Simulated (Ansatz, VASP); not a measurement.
**Two plane-wave programs on TiAl**

```
CELL_PARAMETERS angstrom
-3.15647 0.00000 0.00000
0.00000 3.15647 3.15647
0.00000 3.15647 -3.15647
ATOMIC_POSITIONS crystal
Ti 0.00000 0.05744 0.00000
Ti 0.00000 0.44256 0.50000
Al 0.50000 0.55824 0.00000
Al 0.50000 0.94176 0.50000
```

Change from the starting cell: mode 1 (-121.0 1/cm) frozen in, largest displacement -0.260 Å.

Alike in both runs: task single point; functional PBEsol; k mesh 20 × 14 × 14; occupations gaussian, width 0.15 eV; no spin polarisation.

|  | VASP | Ansatz |
| --- | --- | --- |
| version | VASP 6.6.1 | Ansatz 0.2.0 |
| potentials or method | VASP PAW PBE potentials, release 64 (Ti_sv, Al), cutoff 520 eV | scalar-relativistic, plane waves, PAW |
| valence electrons in the cell | 30 | 30 |

|  | VASP | Ansatz | Ansatz less VASP |
| --- | --- | --- | --- |
| gap on the k mesh at the Fermi level (eV) | none | none | - |
| pressure (GPa) | 1.2 | 1.0 | -0.20 |
| traceless stress, the component that is largest in VASP (GPa) | -5.86 | -5.86 | -0.006 |
| rms of the force components (eV/Å) | 0.112 | 0.115 | +0.0025 |

VASP's potentials were made for PBE, not for PBEsol. Atom by atom the forces differ by 0.003 eV/Å (rms over components). A gap of «none» marks a metal or a gap that the smearing closes.
